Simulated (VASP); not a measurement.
# PIr (rocksalt type) (Fm-3m) in VASP: further runs, part 2 of 2

VASP 6.6.1.

**3. Single point, LDA (volume scaled by 0.7)**

Contents of INCAR:

```
SYSTEM = PIr
ALGO     = Normal         ! electronic algorithm
EDIFF    = 1E-6           ! SCF threshold, eV
ENCUT    = 500            ! plane-wave cutoff, eV
GGA      = CA             ! functional
GGA_COMPAT= .FALSE.      
ISIF     = 2              ! what is computed and relaxed
ISMEAR   = -1             ! smearing method
LASPH    = .TRUE.         ! aspherical terms in the spheres
LCHARG   = .TRUE.         ! write CHGCAR
LELF     = .TRUE.         ! ELF
LREAL    = .FALSE.        ! projectors in reciprocal space
LVHAR    = .TRUE.       
LWAVE    = .FALSE.        ! write WAVECAR
NBANDS   = 14             ! bands
NELM     = 120            ! most SCF steps
PREC     = Accurate       ! precision mode
SIGMA    = 0.08           ! smearing width, eV
```

Contents of KPOINTS:

```
k-points
0
G
  14 14 14
  0 0 0
```

Contents of POSCAR:

```
PIr
1.0
    0.0000000000      2.1543797938      2.1543797938
    2.1543797938      0.0000000000      2.1543797938
    2.1543797938      2.1543797938      0.0000000000
Ir P
1 1
Direct
    0.0000000000      0.0000000000      0.0000000000
    0.5000000000      0.5000000000      0.5000000000
```

Potentials or basis: VASP PAW LDA potentials, release 64 (Ir, P).

Command:

```sh
> cat potpaw_LDA.64/Ir/POTCAR potpaw_LDA.64/P/POTCAR > POTCAR
> mpirun -np 1 vasp_std > vasp.out
```

OUTCAR:

```text
SYSTEM = PIr
   EDIFF = 1E-6
   ENCUT = 500
   GGA = CA
   ISIF = 2
   ISMEAR = -1
   LASPH = .TRUE.
   LREAL = .FALSE.
   NELM = 120
   PREC = Accurate

 ion  position               nearest neighbor table
   1  0.000  0.000  0.000-   2 2.15   2 2.15   2 2.15   2 2.15   2 2.15   2 2.15
   2  0.500  0.500  0.500-   1 2.15   1 2.15   1 2.15   1 2.15   1 2.15   1 2.15

  LATTYP: Found a face centered cubic cell.
 ALAT       =     4.3087595876

  Lattice vectors:

 A1 = (   0.0000000000,   2.1543797938,   2.1543797938)
 A2 = (   2.1543797938,   0.0000000000,   2.1543797938)
 A3 = (   2.1543797938,   2.1543797938,   0.0000000000)

Analysis of symmetry for initial positions (statically):
=====================================================================
 Subroutine PRICEL returns:
 Original cell was already a primitive cell.

 Routine SETGRP: Setting up the symmetry group for a
 face centered cubic supercell.

 Subroutine GETGRP returns: Found 48 space group operations
 (whereof 48 operations were pure point group operations)
 out of a pool of 48 trial point group operations.

The static configuration has the point symmetry O_h .

Analysis of symmetry for dynamics (positions and initial velocities):
=====================================================================
 Subroutine PRICEL returns:
 Original cell was already a primitive cell.

 Routine SETGRP: Setting up the symmetry group for a
 face centered cubic supercell.

 Subroutine GETGRP returns: Found 48 space group operations
 (whereof 48 operations were pure point group operations)
 out of a pool of 48 trial point group operations.

The dynamic configuration has the point symmetry O_h .

 Subroutine INISYM returns: Found 48 space group operations
 (whereof 48 operations are pure point group operations),
 and found     1 'primitive' translations

----------------------------------------------------------------------------------------

                                     Primitive cell

[... 114 lines left out ...]
   LORBIT       =      0    0 simple, 1 ext, 2 COOP (PROOUT), +10 PAW based schemes
   GGA     = CA    functional components
   LHFCALC =     F    Hartree Fock is set to
   AEXX    =    0.0000 exact exchange contribution
   IVDW    =     0    specifies the selected vdW correction
   LEPSILON=     F    determine dielectric tensor
   LRPA    =     F    only Hartree local field effects (RPA)
 non-spin polarized calculation
  energy-cutoff  :      500.00
  volume of cell :       20.00
 maximum number of plane-waves:       531
 NGX is ok and might be reduce to    24
   NGX = 11   NGY = 11   NGZ = 11

 number of electron      13.9999999 magnetization

 Free energy of the ion-electron system (eV)
  ---------------------------------------------------
  ext. energy  EPLUGINS =         0.00000000
  ---------------------------------------------------
  free energy    TOTEN  =       -12.31674130 eV

  energy without entropy =      -12.29966544  energy(sigma->0) =      -12.30820337

 E-fermi :  16.3520     XC(G=0): -14.6208

 val. band max:       16.3460577985   @ k =   0.2857   0.1429   0.0714
 cond. band min:      16.3697322848   @ k =   0.0000   0.0000   0.0000
 fundamental gap:      0.0236744863
 Fermi energy:        16.3520126162

 k-point     1 :       0.0000    0.0000    0.0000
  band No.  band energies     occupation
      1      -2.2849      2.00000
      2       9.9020      2.00000
      3       9.9020      2.00000
      4       9.9020      2.00000
      5      10.4311      2.00000
      6      10.4311      2.00000
      7      16.3697      0.88970
      8      16.3697      0.88970
      9      16.3697      0.88970
     10      24.7389      0.00000
     11      27.8466      0.00000
     12      32.2201      0.00000
     13      32.2201      0.00000
     14      32.2201      0.00000
[... 377 lines left out ...]
      1      -0.2900      2.00000
      2       7.1733      2.00000
      3       8.3017      2.00000
      4       9.2168      2.00000
      5      10.8746      2.00000
      6      11.9319      2.00000
      7      16.3215      1.18871
      8      18.4727      0.00000
      9      21.1066      0.00000
     10      24.7737      0.00000
     11      27.1804      0.00000
     12      27.4500      0.00000
     13      29.7212      0.00000
     14      32.7569      0.00000

 [... further k-points ...]
[... 5 lines left out ...]
  --------------------------------------------------------------------------------------
  -------------------------------------------------------------------------------------
  Total       25.1544287     25.1544287     25.1544287     -0.0000000     -0.0000000      0.0000000
  in kB     2015.2468120   2015.2468120   2015.2468120     -0.0000000     -0.0000000      0.0000000
  external PRESSURE =    2015.2468120 kB  Pullay stress =       0.0000000 kB

 VOLUME and BASIS-vectors are now :
 -----------------------------------------------------------------------------
  energy-cutoff  :      500.00
  volume of cell :       20.00
      direct lattice vectors                 reciprocal lattice vectors
     0.000000000  2.154379794  2.154379794    -0.232085355  0.232085355  0.232085355
     2.154379794  0.000000000  2.154379794     0.232085355 -0.232085355  0.232085355
     2.154379794  2.154379794  0.000000000     0.232085355  0.232085355 -0.232085355

 POSITION                                       TOTAL-FORCE (eV/Angst)
 -----------------------------------------------------------------------------------
      0.00000      0.00000      0.00000         0.000000     -0.000000     -0.000000
      2.15438      2.15438      2.15438        -0.000000      0.000000      0.000000
 -----------------------------------------------------------------------------------
    total drift:                                0.000000     -0.000000     -0.000000

  FREE ENERGIE OF THE ION-ELECTRON SYSTEM (eV)
  ---------------------------------------------------
  free  energy   TOTEN  =       -12.3167413031 eV

  energy  without entropy=      -12.2996654437  energy(sigma->0) =      -12.30820337
```

OSZICAR:

```text
N       E                     dE             d eps       ncg     rms          rms(c)
DAV:   1     0.894063049878E+02    0.89406E+02   -0.64921E+03  2952   0.951E+02
DAV:   2    -0.943350366210E+01   -0.98840E+02   -0.88834E+02  3230   0.244E+02
DAV:   3    -0.129049943339E+02   -0.34715E+01   -0.34260E+01  3788   0.499E+01
DAV:   4    -0.129491863779E+02   -0.44192E-01   -0.44170E-01  3434   0.554E+00
DAV:   5    -0.129500389023E+02   -0.85252E-03   -0.85250E-03  3772   0.796E-01    0.428E+01
DAV:   6    -0.124545985473E+02    0.49544E+00   -0.73504E-01  4126   0.105E+01    0.210E+01
DAV:   7    -0.123290533493E+02    0.12555E+00   -0.53948E-02  3542   0.242E+00    0.684E+00
DAV:   8    -0.123168212553E+02    0.12232E-01   -0.35506E-03  3448   0.461E-01    0.300E-01
DAV:   9    -0.123167418223E+02    0.79433E-04   -0.23160E-04  3732   0.156E-01    0.127E-01
DAV:  10    -0.123167453252E+02   -0.35029E-05   -0.74260E-05  3392   0.643E-02    0.460E-02
DAV:  11    -0.123167413079E+02    0.40173E-05   -0.11439E-05  3368   0.249E-02    0.198E-02
DAV:  12    -0.123167413031E+02    0.48319E-08   -0.18586E-07  2128   0.366E-03
   1 F= -.12316741E+02 E0= -.12308203E+02  d E =-.170759E-01
```

stdout:

```text
POSCAR found type information on POSCAR IrP
 POSCAR found :  2 types and       2 ions
 scaLAPACK will be used
 LDA part: xc-table for (Slater(with rela. corr.)+CA(PZ))
 , standard interpolation
 POSCAR, INCAR and KPOINTS ok, starting setup
 FFT: planning ... GRIDC
 FFT: planning ... GRID_SOFT
 FFT: planning ... GRID
 WAVECAR not read
 entering main loop
```

It took 36 s on 1 thread of Intel Xeon 8259CL, shared host; peak memory 0.15 GiB.

Results:

```
Free energy            : -12.3167 eV
Pressure               : 201.5 GPa
Band gap on the k mesh : zero (band 7 reaches 17.47 eV, above the bottom of band 8 at 14.80 eV)
```

Levels at points of the mesh, in eV from the Fermi level:
```csv
k point,band 5,band 6,band 7,band 8,band 9,band 10
"(0.00, 0.00, 0.00)",-5.92,-5.92,0.02,0.02,0.02,8.39
"(0.50, 0.00, 0.00)",-2.63,-2.63,-0.71,2.96,6.25,6.25
"(0.50, 0.50, 0.00)",-3.25,-3.25,-1.55,-1.55,-0.39,7.18
```

Caveat: spin-orbit coupling is left out, which moves the levels of the heavy elements.

**4. Single point, LDA (volume scaled by 0.8)**

Contents of INCAR:

```
  PREC = Accurate
  ENCUT = 500
  EDIFF = 1E-6
  ISMEAR = -1
  SIGMA = 0.08
  LREAL = False
  LASPH = True
  NELM = 120
  ALGO = Normal
  ISIF = 2
  LWAVE = False
  LCHARG = False
  NBANDS = 14
  GGA_COMPAT = False
```

Contents of KPOINTS:

```
Automatic mesh
0
Gamma
  14 14 14
```

Contents of POSCAR:

```
PIr
1.0
    0.0000000000      2.2524383660      2.2524383660
    2.2524383660      0.0000000000      2.2524383660
    2.2524383660      2.2524383660      0.0000000000
Ir P
1 1
Direct
    0.0000000000      0.0000000000      0.0000000000
    0.5000000000      0.5000000000      0.5000000000
```

Command:

```sh
> cat potpaw_LDA.64/Ir/POTCAR potpaw_LDA.64/P/POTCAR > POTCAR
> mpirun -np 1 vasp_std > vasp.out
```

It took 38 s on 1 thread of Intel Xeon 8259CL, shared host; peak memory 0.16 GiB.

It converged, with:

| Item | Value |
| --- | --- |
| Free energy | -14.8558 eV |
| Pressure | 93.9 GPa |
| Band gap on the k mesh | zero (band 7 reaches 14.54 eV, above the bottom of band 8 at 12.34 eV) |

Levels at points of the mesh, in eV from the Fermi level:
| k point | band 5 | band 6 | band 7 | band 8 | band 9 | band 10 |
| --- | --- | --- | --- | --- | --- | --- |
| (0.00, 0.00, 0.00) | -4.77 | -4.77 | 0.13 | 0.13 | 0.13 | 9.17 |
| (0.50, 0.00, 0.00) | -2.06 | -2.06 | -0.61 | 3.49 | 6.45 | 6.45 |
| (0.50, 0.50, 0.00) | -2.83 | -2.83 | -1.19 | -1.19 | -0.31 | 5.58 |

Caveat: spin-orbit coupling is left out, which moves the levels of the heavy elements.

**5. Single point, LDA (volume scaled by 0.8)**

Contents of INCAR:

```
SYSTEM = PIr
  PREC = Accurate
  ENCUT = 500
  EDIFF = 1E-6
  ISMEAR = -1
  SIGMA = 0.08
  LREAL = .False.
  LASPH = .True.
  NELM = 120
  ALGO = Normal
  ISIF = 2
  LWAVE = .False.
  LCHARG = .False.
  NBANDS = 14
  GGA_COMPAT = .False.
```

Contents of KPOINTS:

```
Automatic mesh
0
Gamma
  14 14 14
  0 0 0
```

POSCAR is that of step 4.

Potentials or basis: VASP PAW LDA potentials, release 64 (Ir, P).

Command:

```sh
> cat potpaw_LDA.64/Ir/POTCAR potpaw_LDA.64/P/POTCAR > POTCAR
> mpirun -np 1 vasp_std > vasp.out
```

OUTCAR:

```text
SYSTEM = PIr
   PREC = Accurate
   ENCUT = 500
   EDIFF = 1E-6
   ISMEAR = -1
   LREAL = .False.
   LASPH = .True.
   NELM = 120
   ISIF = 2

 ion  position               nearest neighbor table
   1  0.000  0.000  0.000-   2 2.25   2 2.25   2 2.25   2 2.25   2 2.25   2 2.25
   2  0.500  0.500  0.500-   1 2.25   1 2.25   1 2.25   1 2.25   1 2.25   1 2.25

  LATTYP: Found a face centered cubic cell.
 ALAT       =     4.5048767320

  Lattice vectors:

 A1 = (   0.0000000000,   2.2524383660,   2.2524383660)
 A2 = (   2.2524383660,   0.0000000000,   2.2524383660)
 A3 = (   2.2524383660,   2.2524383660,   0.0000000000)
[... 584 lines left out ...]
     11      23.6698      0.00000
     12      24.4437      0.00000
     13      25.9872      0.00000
     14      28.5310      0.00000

 [... further k-points ...]
[... 5 lines left out ...]
  --------------------------------------------------------------------------------------
  -------------------------------------------------------------------------------------
  Total       13.3961286     13.3961286     13.3961286      0.0000000     -0.0000000     -0.0000000
  in kB      939.0768789    939.0768789    939.0768789      0.0000000     -0.0000000     -0.0000000
  external PRESSURE =     939.0768789 kB  Pullay stress =       0.0000000 kB

 VOLUME and BASIS-vectors are now :
 -----------------------------------------------------------------------------
  energy-cutoff  :      500.00
  volume of cell :       22.86
      direct lattice vectors                 reciprocal lattice vectors
     0.000000000  2.252438366  2.252438366    -0.221981657  0.221981657  0.221981657
     2.252438366  0.000000000  2.252438366     0.221981657 -0.221981657  0.221981657
     2.252438366  2.252438366  0.000000000     0.221981657  0.221981657 -0.221981657

 POSITION                                       TOTAL-FORCE (eV/Angst)
 -----------------------------------------------------------------------------------
      0.00000      0.00000      0.00000         0.000000     -0.000000      0.000000
      2.25244      2.25244      2.25244        -0.000000      0.000000     -0.000000
 -----------------------------------------------------------------------------------
    total drift:                                0.000000     -0.000000     -0.000000

  FREE ENERGIE OF THE ION-ELECTRON SYSTEM (eV)
  ---------------------------------------------------
  free  energy   TOTEN  =       -14.8557564974 eV

  energy  without entropy=      -14.8358625771  energy(sigma->0) =      -14.84580954
```

stdout:

```text
POSCAR found type information on POSCAR IrP
 POSCAR found :  2 types and       2 ions
 scaLAPACK will be used
 LDA part: xc-table for (Slater(with rela. corr.)+CA(PZ))
 , standard interpolation
 POSCAR, INCAR and KPOINTS ok, starting setup
 FFT: planning ... GRIDC
 FFT: planning ... GRID_SOFT
 FFT: planning ... GRID
 WAVECAR not read
 entering main loop
```

Run time: 35 s. Hardware: 1 thread of Intel Xeon 8259CL, shared host; peak memory 0.15 GiB.

Results:

- Free energy: -14.8558 eV
- Pressure: 93.9 GPa
- Band gap on the k mesh: zero (band 7 reaches 14.54 eV, above the bottom of band 8 at 12.34 eV)

Caveat: spin-orbit coupling is left out, which moves the levels of the heavy elements.

**6. Single point, LDA (volume scaled by 0.9)**

Contents of INCAR:

```
SYSTEM = PIr
PREC = Accurate
ENCUT = 500
EDIFF = 1E-6
ISMEAR = -1
SIGMA = 0.08
LREAL = .False.
LASPH = .True.
NELM = 120
ALGO = Normal
ISIF = 2
LWAVE = .False.
LCHARG = .True.
LELF = .True.
LVHAR = .True.
NBANDS = 14
GGA_COMPAT = .False.
```

KPOINTS is that of step 5.

Contents of POSCAR:

```
PIr
1.0
    0.0000000000      2.3426303038      2.3426303038
    2.3426303038      0.0000000000      2.3426303038
    2.3426303038      2.3426303038      0.0000000000
Ir P
1 1
Direct
    0.0000000000      0.0000000000      0.0000000000
    0.5000000000      0.5000000000      0.5000000000
```

Potentials or basis: VASP PAW LDA potentials, release 64 (Ir, P).

Command:

```sh
> cat potpaw_LDA.64/Ir/POTCAR potpaw_LDA.64/P/POTCAR > POTCAR
> mpirun -np 1 vasp_std > vasp.out
```

Wall time 42 s (1 thread of Intel Xeon 8259CL, shared host); peak memory 0.16 GiB.

It converged, with:

```
Free energy            : -15.9529 eV
Pressure               : 34.6 GPa
Band gap on the k mesh : zero (band 7 reaches 12.25 eV, above the bottom of band 8 at 10.39 eV)
```

Levels at points of the mesh, in eV from the Fermi level:
| k point | band 4 | band 5 | band 6 | band 7 | band 8 | band 9 | band 10 | band 11 |
| --- | --- | --- | --- | --- | --- | --- | --- | --- |
| (0.00, 0.00, 0.00) | -4.13 | -3.92 | -3.92 | 0.20 | 0.20 | 0.20 | 7.90 | 9.69 |
| (0.50, 0.00, 0.00) | -6.60 | -1.66 | -1.66 | -0.52 | 3.82 | 6.54 | 6.54 | 7.37 |
| (0.50, 0.50, 0.00) | -2.86 | -2.47 | -2.47 | -0.94 | -0.94 | -0.24 | 4.39 | 11.40 |

Caveat: spin-orbit coupling is left out, which moves the levels of the heavy elements.

**7. Overview**

```tsv
cell	gap on the mesh (eV)	pressure (GPa)
a = 3.047 Å, angles 60.0°, 2 atoms	none	201.5
a = 3.185 Å, angles 60.0°, 2 atoms	none	93.9
a = 3.313 Å, angles 60.0°, 2 atoms	none	34.6
```

Alike in all rows: task single point; level LDA; potentials or basis VASP PAW LDA potentials, release 64 (Ir, P); no spin polarisation; k mesh 14 × 14 × 14; cutoff (eV) 500; smearing fermi-dirac 0.08 eV.

Caveats: spin-orbit coupling is left out, which moves the levels of the heavy elements.

Absolute energies hang on the potentials; compare differences alone.
